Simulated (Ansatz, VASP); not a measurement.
## One calculation of TePd, two programs

INCAR

```
SYSTEM = TePd
PREC     = Accurate       ! precision mode
ENCUT    = 520            ! plane-wave cutoff, eV
EDIFF    = 1E-6           ! SCF threshold, eV
ISMEAR   = -1             ! smearing method
SIGMA    = 0.1            ! smearing width, eV
LREAL    = .FALSE.        ! projectors in reciprocal space
LASPH    = .TRUE.         ! aspherical terms in the spheres
NELM     = 100            ! most SCF steps
ALGO     = Normal         ! electronic algorithm
ISIF     = 2              ! what is computed and relaxed
LWAVE    = .FALSE.        ! write WAVECAR
LCHARG   = .FALSE.        ! write CHGCAR
NBANDS   = 15             ! bands
```

Contents of KPOINTS:

```
regular mesh
0
G
  12 12 12
  0 0 0
```

Contents of POSCAR:

```
TePd
1.0
    0.0000000000      2.3395074148      2.3395074148
    2.3395074148      0.0000000000      2.3395074148
    2.3395074148      2.3395074148      0.0000000000
Pd Te
1 1
Direct
    0.0000000000      0.0000000000      0.0000000000
    0.2500000000      0.2500000000      0.2500000000
```

Input for Ansatz:

```yaml
crystal:
  lattice:
    - [0.0, 2.3395074148, 2.3395074148]
    - [2.3395074148, 0.0, 2.3395074148]
    - [2.3395074148, 2.3395074148, 0.0]
  atoms:
    - { symbol: Pd, position: [0.0, 0.0, 0.0] }
    - { symbol: Te, position: [0.25, 0.25, 0.25] }
kpoints:
  mp_grid: { grid: [12, 12, 12] }
scf:
  occupations: { method: fermi_dirac, width: 0.1 }
hamiltonian:
  xc: lda
  pseudopotentials: { kind: paw }
output:
  forces: true
  stress: true
  eigenvalues: true
  populations: true
```

Change from the starting cell: volume scaled by 0.5, PAW files.

Alike in both runs: task single point; functional LDA; k mesh 12 × 12 × 12; occupations fermi-dirac, width 0.1 eV; no spin polarisation.

|  | VASP | Ansatz |
| --- | --- | --- |
| version | VASP 6.6.1 | Ansatz 0.2.0 |
| potentials or method | VASP PAW LDA potentials, release 64 (Pd, Te) | PAW with Ansatz's default frozen-core files, scalar-relativistic |
| plane-wave cutoff (eV) | 520 | 420 |
| valence electrons in the cell | 16 | 34 |

|  | VASP | Ansatz | Ansatz less VASP |
| --- | --- | --- | --- |
| pressure (GPa) | 325.3 | 329.2 | +3.89 |

LDA's correlation is that of Perdew and Zunger in VASP and of Perdew and Wang (1992) in Ansatz. Both programs put the cell under a high pressure, so it lies far from rest at this level. VASP's potentials hold 16 valence electrons a cell and Ansatz's 34, so a difference there can come from the potentials and not from the codes.

Spin-orbit coupling is off throughout. Noted on VASP's run: the cell as given lies far from equilibrium.
